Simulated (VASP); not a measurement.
# Ga3W (P6_3/mmc) in VASP: further runs, part 2 of 2

VASP 6.6.1. Earlier steps stand in the parts before.

### Step 4. Relaxation of cell and atoms, PBE

File INCAR:

```
PREC = Accurate
ENCUT = 600
EDIFF = 1E-6
ISMEAR = 0
SIGMA = 0.1
LREAL = F
LASPH = T
NELM = 80
ALGO = Fast
ISIF = 3
LWAVE = F
LCHARG = F
GGA = PE
IBRION = 2
NSW = 90
EDIFFG = -0.04
```

File KPOINTS:

```
regular mesh
0
Gamma
  3 3 4
```

File POSCAR:

```
Ga3W
1.0
    6.4372860700      0.0000000000      0.0000000000
   -3.2186430400      5.5748532700      0.0000000000
    0.0000000000      0.0000000000      5.0791323100
Ga W
6 2
Direct
    0.3362817500      0.1681408700      0.7500000000
    0.8318591300      0.1681408700      0.7500000000
    0.8318591300      0.6637182500      0.7500000000
    0.6637182500      0.8318591300      0.2500000000
    0.1681408700      0.8318591300      0.2500000000
    0.1681408700      0.3362817500      0.2500000000
    0.6666666700      0.3333333300      0.2500000000
    0.3333333300      0.6666666700      0.7500000000
```

Potentials or basis: VASP PAW PBE potentials, release 64 (Ga_d, W_sv).

Run with:

```
cat potpaw_PBE.64/Ga_d/POTCAR potpaw_PBE.64/W_sv/POTCAR > POTCAR
mpirun -np 1 vasp_std > vasp.out
```

OUTCAR:

```text
PREC = Accurate
   ENCUT = 600
   EDIFF = 1E-6
   ISMEAR = 0
   LREAL = F
   LASPH = T
   NELM = 80
   ISIF = 3
   GGA = PE
   IBRION = 2
   NSW = 90
   EDIFFG = -0.04

 ion  position               nearest neighbor table
   1  0.336  0.168  0.750-   7 3.14   7 3.14
   2  0.832  0.168  0.750-   7 3.14   7 3.14
   3  0.832  0.664  0.750-   7 3.14   7 3.14
   4  0.664  0.832  0.250-   8 3.14   8 3.14
   5  0.168  0.832  0.250-   8 3.14   8 3.14
   6  0.168  0.336  0.250-   8 3.14   8 3.14
   7  0.667  0.333  0.250-   1 3.14   1 3.14   3 3.14   3 3.14   2 3.14   2 3.14
   8  0.333  0.667  0.750-   4 3.14   4 3.14   6 3.14   6 3.14   5 3.14   5 3.14

  LATTYP: Found a hexagonal cell.
 ALAT       =     6.4372860700
 C/A-ratio  =     0.7890176473

  Lattice vectors:

 A1 = (   6.4372860700,   0.0000000000,   0.0000000000)
 A2 = (  -3.2186430400,   5.5748532700,   0.0000000000)
 A3 = (   0.0000000000,   0.0000000000,   5.0791323100)

Analysis of symmetry for initial positions (statically):
=====================================================================
 Subroutine PRICEL returns:
 Original cell was already a primitive cell.

 Routine SETGRP: Setting up the symmetry group for a
 hexagonal supercell.

 Subroutine GETGRP returns: Found 24 space group operations
 (whereof 12 operations were pure point group operations)
 out of a pool of 24 trial point group operations.

The static configuration has the point symmetry D_3d.
 The point group associated with its full space group is D_6h.

Analysis of symmetry for dynamics (positions and initial velocities):
=====================================================================
 Subroutine PRICEL returns:
 Original cell was already a primitive cell.

 Routine SETGRP: Setting up the symmetry group for a
 hexagonal supercell.

 Subroutine GETGRP returns: Found 24 space group operations
 (whereof 12 operations were pure point group operations)
 out of a pool of 24 trial point group operations.
[... 106 lines left out ...]
   POTIM  = 0.5000    time-step for ionic-motion
   TEBEG  =    0.0;   TEEND  =   0.0 temperature during run
   PSTRESS=    0.0 pullay stress
   NELECT =     106.0000    total number of electrons
   NUPDOWN=      -1.0000    fix difference up-down
   EMIN   =  10.00;   EMAX   =-10.00  energy-range for DOS
   EFERMI =   0.00;   METHOD = LEGACY
   ISMEAR =     0;   SIGMA  =   0.10  broadening in eV -4-tet -1-fermi 0-gaus
   EFERMI_NEDOS =   21; number of points for ismear=-14 and -15
   IALGO  =     68    algorithm
   IMIX   =      4    mixing-type and parameters
     AMIX     =   0.40;   BMIX     =  1.00
     AMIX_MAG =   1.60;   BMIX_MAG =  1.00
  volume/ion in A,a.u.               =      22.78       153.76
  Fermi-wavevector in a.u.,A,eV,Ry     =   1.366474  2.582262 25.405513  1.867253
  Thomas-Fermi vector in A             =   2.492612
   LORBIT       =      0    0 simple, 1 ext, 2 COOP (PROOUT), +10 PAW based schemes
   GGA     = PE    functional components
   LHFCALC =     F    Hartree Fock is set to
   AEXX    =    0.0000 exact exchange contribution
   IVDW    =     0    specifies the selected vdW correction
   LEPSILON=     F    determine dielectric tensor
   LRPA    =     F    only Hartree local field effects (RPA)
 conjugate gradient relaxation of ions
 non-spin polarized calculation
 RMM-DIIS sequential band-by-band and
 Gauss-broadening in eV      SIGMA  =   0.10
  energy-cutoff  :      600.00
  volume of cell :      182.27
 maximum number of plane-waves:      6096
 NGX is ok and might be reduce to    54
   NGX = 25   NGY = 25   NGZ = 21

--------------------------------------- Ionic step        1  -------------------------------------------

 number of electron     106.0000017 magnetization

 Free energy of the ion-electron system (eV)
  ---------------------------------------------------
  ext. energy  EPLUGINS =         0.00000000
  ---------------------------------------------------
  free energy    TOTEN  =       -35.89023559 eV

  energy without entropy =      -35.85732291  energy(sigma->0) =      -35.87377925

------------------------ aborting loop because EDIFF is reached ----------------------------------------

  FORCE on cell =-STRESS in cart. coord.  units (eV):
  Direction    XX          YY          ZZ          XY          YZ          ZX
  --------------------------------------------------------------------------------------
  -------------------------------------------------------------------------------------
  Total      -22.9184147    -22.9184147    -17.0294285      0.0000000      0.0000000      0.0000000
  in kB     -201.4509772   -201.4509774   -149.6872734      0.0000002      0.0000000      0.0000000
  external PRESSURE =    -184.1964094 kB  Pullay stress =       0.0000000 kB
[... 239 lines left out ...]
--------------------------------------- Ionic step        7  -------------------------------------------

 number of electron     105.9999986 magnetization

 Free energy of the ion-electron system (eV)
  ---------------------------------------------------
  ext. energy  EPLUGINS =         0.00000000
  ---------------------------------------------------
  free energy    TOTEN  =       -41.09155410 eV

  energy without entropy =      -41.05456578  energy(sigma->0) =      -41.07305994

 E-fermi :   8.4195     XC(G=0): -12.3868

 val. band max:        8.3677312123   @ k =   0.3333   0.3333   0.2500
 cond. band min:       8.4344961567   @ k =   0.3333   0.3333   0.5000
 fundamental gap:      0.0667649444
 Fermi energy:         8.4194541174

 k-point     1 :       0.0000    0.0000    0.0000
  band No.  band energies     occupation
      1     -65.7500      2.00000
      2     -65.7493      2.00000
      3     -30.0077      2.00000
      4     -30.0077      2.00000
      5     -29.9942      2.00000
      6     -29.9942      2.00000
[... 618 lines left out ...]
  FREE ENERGIE OF THE ION-ELECTRON SYSTEM (eV)
  ---------------------------------------------------
  free  energy   TOTEN  =       -41.0915540966 eV

  energy  without entropy=      -41.0545657761  energy(sigma->0) =      -41.07305994

 reached required accuracy - stopping structural energy minimisation
```

OSZICAR:

```text
N       E                     dE             d eps       ncg     rms          rms(c)
DAV:   1     0.127156022970E+04    0.12716E+04   -0.55862E+04  1225   0.309E+03
DAV:   2     0.158351837549E+03   -0.11132E+04   -0.10916E+04  1142   0.830E+02
DAV:   3    -0.248206626668E+02   -0.18317E+03   -0.17686E+03  1309   0.239E+02
[... 107 lines left out ...]
RMM:   6    -0.410914733203E+02   -0.64259E-04   -0.27266E-03  1541   0.298E-01    0.453E-02
RMM:   7    -0.410915305843E+02   -0.57264E-04   -0.71805E-04  1574   0.152E-01    0.130E-02
RMM:   8    -0.410915468683E+02   -0.16284E-04   -0.22002E-04  1523   0.779E-02    0.489E-03
RMM:   9    -0.410915514313E+02   -0.45630E-05   -0.62466E-05  1408   0.417E-02    0.623E-03
RMM:  10    -0.410915534846E+02   -0.20533E-05   -0.25139E-05  1240   0.220E-02    0.170E-03
RMM:  11    -0.410915540966E+02   -0.61204E-06   -0.68771E-06   758   0.107E-02
   7 F= -.41091554E+02 E0= -.41073060E+02  d E =-.146207E-01
```

CONTCAR:

```text
Ga3W
   1.00000000000000
     5.4878655734012112    0.0000000008141309    0.0000000000000000
    -2.7439327902581097    4.7526309998262102    0.0000000000000000
     0.0000000000000000   -0.0000000000000000    4.8490132406623214
  Ga              W
     6     2
Direct
     0.3360063997788867    0.1680031948894526    0.7500000000000000
     0.8319968051105596    0.1680031948893771    0.7500000000000000
     0.8319968051105473    0.6639936002211766    0.7500000000000000
     0.6639936002211133    0.8319968051105473    0.2500000000000000
     0.1680031948894403    0.8319968051106229    0.2500000000000000
     0.1680031948894526    0.3360063997788235    0.2500000000000000
     0.6666666699999979    0.3333333300000021    0.2500000000000000
     0.3333333300000021    0.6666666699999979    0.7500000000000000

  0.00000000E+00  0.00000000E+00  0.00000000E+00
  0.00000000E+00  0.00000000E+00  0.00000000E+00
  0.00000000E+00  0.00000000E+00  0.00000000E+00
  0.00000000E+00  0.00000000E+00  0.00000000E+00
  0.00000000E+00  0.00000000E+00  0.00000000E+00
  0.00000000E+00  0.00000000E+00  0.00000000E+00
  0.00000000E+00  0.00000000E+00  0.00000000E+00
  0.00000000E+00  0.00000000E+00  0.00000000E+00
```

Run time: 22 min. Hardware: 1 thread of Oxide Virtual Turin-like, shared host; peak memory 0.38 GiB.

What came out:

```yaml
Free_energy: -41.0916 eV
Relaxed_volume: 15.81 Å³/atom
Relaxed_cell: a = 5.488 Å, b = 5.488 Å, c = 4.849 Å, α = 90.00°, β = 90.00°, γ = 120.00°
Space_group_after_relaxing_to_0.05_Å: P6_3/mmc (No. 194)
Energy_gained_by_relaxing: 650.2 meV/atom
Ionic_steps: 7
Pressure_after_relaxing: 0.1 GPa
Largest_force_after_relaxing: 0.003 eV/Å
Band_gap_on_the_k_mesh: zero (band 53 reaches 9.15 eV, above the bottom of band 54 at 8.00 eV)
```

Forces in eV/Å, atoms in the order of the input:
```
Ga   0.003  0.002  0.000
Ga  -0.003  0.002  0.000
Ga   0.000 -0.003  0.000
Ga  -0.003 -0.002  0.000
Ga   0.003 -0.002  0.000
Ga   0.000  0.003  0.000
W    0.000  0.000  0.000
W    0.000  0.000  0.000
```

The path:
```tsv
step	energy change (eV)	largest force (eV/Å)	pressure (GPa)	volume (Å³)
1	0.0000	0.4920	-18.42	182.27
2	-4.9310	0.3292	4.79	121.47
3	-4.9812	0.2218	0.48	125.32
4	-5.1476	0.1566	1.48	124.84
5	-5.1867	0.0621	2.28	124.40
6	-5.1831	0.0787	-2.15	128.85
7	-5.2013	0.0030	0.06	126.47
```

Final structure:
```yaml
crystal:
  lattice:
    - [5.48787, 0.00000, 0.00000]
    - [-2.74393, 4.75263, 0.00000]
    - [0.00000, 0.00000, 4.84901]
  atoms:
    - { symbol: Ga, position: [0.33601, 0.16800, 0.75000] }
    - { symbol: Ga, position: [0.83200, 0.16800, 0.75000] }
    - { symbol: Ga, position: [0.83200, 0.66399, 0.75000] }
    - { symbol: Ga, position: [0.66399, 0.83200, 0.25000] }
    - { symbol: Ga, position: [0.16800, 0.83200, 0.25000] }
    - { symbol: Ga, position: [0.16800, 0.33601, 0.25000] }
    - { symbol: W, position: [0.66667, 0.33333, 0.25000] }
    - { symbol: W, position: [0.33333, 0.66667, 0.75000] }
```

Caveat: the k points lie up to 0.44 Å⁻¹ apart in the final cell; the volume moved by over 15 % at a fixed basis, so the end points are rough; spin-orbit coupling is left out, which moves the levels of the heavy elements.

### Step 5. Overview

| task | cell | cutoff (eV) | gap on the mesh (eV) | pressure (GPa) | largest force (eV/Å) |
| --- | --- | --- | --- | --- | --- |
| single point | a = 6.437, b = 6.437, c = 5.079 Å, angles 90.0, 90.0, 120.0°, 8 atoms | 520 | none | -18.4 | 0.49 |
| single point | a = 5.488, b = 5.488, c = 4.837 Å, angles 90.0, 90.0, 120.0°, 8 atoms | 520 | none | 0.4 | 0.03 |
| relaxation of cell and atoms | relaxed from a = 6.437, b = 6.437, c = 5.079 Å, angles 90.0, 90.0, 120.0°, 8 atoms | 600 | none | 0.1 | - |

Alike in all rows: level PBE; potentials or basis VASP PAW PBE potentials, release 64 (Ga_d, W_sv); no spin polarisation; k mesh 3 × 3 × 4; smearing gaussian 0.1 eV.

Caveats: all runs use coarse meshes; spin-orbit coupling is left out, which moves the levels of the heavy elements; the volume moved by over 15 % at a fixed basis, so the end points are rough (some runs).

Absolute energies hang on the potentials; compare differences alone.
